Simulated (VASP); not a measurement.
**Te: relaxation of cell and atoms with PBE+D3(BJ)**

Te:

```
Te
1.0
     3.33000    0.00000    0.00000
    -1.66500    2.88386    0.00000
     0.00000    0.00000    5.43789
Te
2
Direct
  0.33333 0.66667 0.25000
  0.66667 0.33333 0.75000
```

```
Program                : VASP 6.6.1
Task                   : relaxation of cell and atoms
Functional             : PBE
Dispersion             : D3(BJ)
Potentials or basis    : VASP PAW PBE potentials, release 64 (Te)
Cutoff                 : 600 eV
k mesh                 : 6 × 6 × 3
Occupations            : fermi-dirac, width 0.05 eV
Spin                   : no spin polarisation
Target pressure        : 10 GPa
Dipole correction      : no
Further INCAR settings : ALGO = Normal; EDIFF = 1e-06; IBRION = 2; EDIFFG = -0.01; NSW = 80; ISIF = 3
```

- Relaxed volume: 23.81 Å³/atom
- Relaxed cell: a = 3.300 Å, b = 3.300 Å, c = 5.048 Å, α = 90.00°, β = 90.00°, γ = 120.00°
- Space group after relaxing (to 0.05 Å): P6_3/mmc (No. 194)
- Energy change on relaxing (the enthalpy is what falls): +40.5 meV/atom
- Ionic steps: 12
- Pressure after relaxing: 10.0 GPa
- Band gap on the k mesh: zero (band 6 reaches 13.93 eV, above the bottom of band 7 at 8.22 eV)
- Dispersion energy per atom: -0.612 eV

Step by step:
```
step  energy change (eV)  largest force (eV/Å)  pressure (GPa)  volume (Å³)
   1              0.0000                0.0000            1.99        52.22
   2              0.5522                0.0000           23.09        42.91
   3              0.1554                0.0000           11.32        46.92
   4              0.1645                0.0000           13.47        46.61
   5              0.1635                0.0000           13.41        46.62
   6              0.1572                0.0000           13.11        46.66
   7              0.1362                0.0000           11.73        46.80
   8              0.1378                0.0000           11.91        46.78
   9              0.1369                0.0000           11.83        46.79
  10              0.0429                0.0000            8.57        48.27
  11              0.0822                0.0000            9.98        47.60
  12              0.0811                0.0000           10.03        47.61
```

Final structure:
```xyz
2
Lattice="3.3001 0.0000 0.0000 -1.6501 2.8580 0.0000 0.0000 0.0000 5.0479" Properties=species:S:1:pos:R:3 pbc="T T T"
Te    0.0000    1.9053    1.2620
Te    1.6501    0.9527    3.7859
```

Levels at points of the mesh, in eV from the Fermi level:
| k point | band 4 | band 5 | band 6 | band 7 | band 8 | band 9 |
| --- | --- | --- | --- | --- | --- | --- |
| (0.00, 0.00, 0.00) | 1.57 | 1.57 | 3.54 | 3.54 | 5.05 | 6.42 |
| (0.50, 0.00, 0.00) | -4.01 | -3.72 | -1.46 | -1.29 | 2.45 | 3.48 |

It used 140 s of CPU time on 1 thread of AMD EPYC 7R13 Processor (Zen 3) (shared host).

Caveat: the k points lie up to 0.41 Å⁻¹ apart in the final cell; the cell is relaxed towards a set pressure, so the enthalpy falls and the energy may rise; spin-orbit coupling is left out, which moves the levels of the heavy elements; pairwise dispersion overbinds metals, which lowers pressure and volume.
